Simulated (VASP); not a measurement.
Wanted: the native input for a VASP 6.6.1 run.

| Quantity | Value |
| --- | --- |
| Task | single point |
| Functional | PBE |
| Dispersion | D3(BJ) |
| Potentials or basis | VASP PAW PBE potentials, release 64 (P) |
| Cutoff | 520 eV |
| k mesh | 3 × 3 × 3 |
| Occupations | gaussian, width 0.1 eV |
| Spin | no spin polarisation |
| Dipole correction | no |
| Further INCAR settings | LREAL = Auto; ALGO = Normal; EDIFF = 1e-06; NBANDS = 98 |

The structure of P (a cell with a defect) lies in POSCAR:

```
P
1.0
    0.0000000000     -7.9159376796      2.9189069790
    6.8554031253      3.9579688398      2.9189069790
   -6.8554031253      3.9579688398      2.9189069790
P
31
Direct
    0.7326198136      0.2254844393      0.7291827674
    0.4913856219      0.2364257846      0.9913856219
    0.9754844393      0.4791827674      0.2326198136
    0.2291827674      0.2254844393      0.2326198136
    0.7326198136      0.4791827674      0.4754844393
    0.4831213888      0.4832584193      0.7332584193
    0.9864257846      0.7413856219      0.9913856219
    0.2332584193      0.4832584193      0.9831213888
    0.7305655601      0.7295873511      0.2305655601
    0.4913856219      0.7413856219      0.4864257846
    0.9754844393      0.9826198136      0.7291827674
    0.2332584193      0.7331213888      0.7332584193
    0.7305655601      0.9805655601      0.9795873511
    0.4795873511      0.9805655601      0.2305655601
    0.2291827674      0.9826198136      0.4754844393
    0.5153622507      0.7653622507      0.0153622507
    0.2681095225      0.7661679985      0.2649271447
    0.0149137035      0.7682539020      0.5149137035
    0.5161679985      0.0149271447      0.7681095225
    0.7649271447      0.7661679985      0.7681095225
    0.2681095225      0.0149271447      0.0161679985
    0.0190330397      0.0209823992      0.2709823992
    0.5182539020      0.2649137035      0.5149137035
    0.7709823992      0.0209823992      0.5190330397
    0.2704773614      0.2684007342      0.7704773614
    0.0149137035      0.2649137035      0.0182539020
    0.5161679985      0.5181095225      0.2649271447
    0.7709823992      0.2690330397      0.2709823992
    0.2704773614      0.5204773614      0.5184007342
    0.0184007342      0.5204773614      0.7704773614
    0.7649271447      0.5181095225      0.0161679985
```

This cell differs from its parent crystal: atoms taken out, then relaxed in part.

One way to write it, as run:

INCAR

```
SYSTEM = P
PREC = Accurate
ENCUT = 520
EDIFF = 1E-6
ISMEAR = 0
SIGMA = 0.1
LREAL = Auto
LASPH = .True.
NELM = 80
ALGO = Normal
ISIF = 2
LWAVE = .False.
LCHARG = .True.
GGA = PE
IVDW = 12
LELF = .True.
LVHAR = .True.
NBANDS = 98
```

KPOINTS

```
regular mesh
0
Gamma
  3 3 3
  0 0 0
```

Potentials or basis: VASP PAW PBE potentials, release 64 (P).

Run with:

```bash
$ cat potpaw_PBE.64/P/POTCAR > POTCAR
$ mpirun -np 1 vasp_std > vasp.out
```

It gave:

```yaml
Pressure: -1.0 GPa
Largest_force: 0.058 eV/Å
Band_gap_on_the_k_mesh: zero (an odd number of electrons rules out a gap without spin polarisation)
Dispersion_energy_per_atom: -0.461 eV
```

Caveat: the cell differs from its parent crystal (atoms taken out, then relaxed in part); an odd number of electrons without spin polarisation forces a metal; a magnetic or distorted state may lie lower.

Run time: 11 min on 1 thread of Intel(R) Xeon(R) Platinum 8488C (Sapphire Rapids), on a shared host, peak memory 0.59 GiB.
